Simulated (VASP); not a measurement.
Write the native input for VASP 6.6.1 that does the following.

```
Task                   : single point
Functional             : r2SCAN
Potentials or basis    : VASP PAW PBE potentials, release 64 (Hf_pv, O)
Cutoff                 : 520 eV
k mesh                 : 8 × 8 × 8
Occupations            : gaussian, width 0.05 eV
Spin                   : no spin polarisation
Dipole correction      : no
Further INCAR settings : ALGO = Normal; EDIFF = 1e-07; NBANDS = 18
```

The system is HfO2.

```
CELL_PARAMETERS angstrom
0.00000 2.95242 1.91907
2.95242 0.00000 1.91907
2.95242 2.95242 0.00000
ATOMIC_POSITIONS crystal
Hf 0.00000 0.00000 0.00000
O 0.25000 0.25000 0.25000
O 0.75000 0.75000 0.75000
```

This cell differs from its parent crystal: ratio of the length along z to the lengths across it x 0.65, volume and fractional coordinates fixed.

The input as run:

POSCAR

```
HfO2
1.0
    0.0000000000      2.9524180844      1.9190717548
    2.9524180844      0.0000000000      1.9190717548
    2.9524180844      2.9524180844      0.0000000000
Hf O
1 2
Direct
    0.0000000000      0.0000000000      0.0000000000
    0.2500000000      0.2500000000      0.2500000000
    0.7500000000      0.7500000000      0.7500000000
```

INCAR.step1

```
PREC = Accurate
ENCUT = 520
ISMEAR = 0
SIGMA = 0.05
LREAL = F
LASPH = T
NELM = 80
NBANDS = 18
GGA = PE
ALGO = Normal
EDIFF = 1E-4
LWAVE = T
LCHARG = F
```

INCAR.step2

```
PREC = Accurate
ENCUT = 520
EDIFF = 1E-7
ISMEAR = 0
SIGMA = 0.05
LREAL = F
LASPH = T
NELM = 80
ALGO = Normal
ISIF = 2
LWAVE = F
LCHARG = F
METAGGA = R2SCAN
LMIXTAU = T
NBANDS = 18
ISTART = 1
```

KPOINTS

```
regular mesh
0
Gamma
  8 8 8
```

Potentials or basis: VASP PAW PBE potentials, release 64 (Hf_pv, O).

Launch:

```bash
$ cat potpaw_PBE.64/Hf_pv/POTCAR potpaw_PBE.64/O/POTCAR > POTCAR
$ cp INCAR.step1 INCAR
$ mpirun -np 1 vasp_std > vasp.out
$ cp INCAR.step2 INCAR
$ mpirun -np 1 vasp_std > vasp.out
```

Results of the run:

```
Pressure               : -5.1 GPa
Band gap on the k mesh : zero (band 11 reaches 6.64 eV, above the bottom of band 12 at 6.05 eV)
```

Caveat: the PAW data sets were made with another functional, which shifts forces and pressure a little; spin-orbit coupling is left out, which moves the levels of the heavy elements.

Wall time 78 s on 1 thread of Intel(R) Xeon(R) 6975P-C (Granite Rapids), on a shared host, peak memory 0.19 GiB.
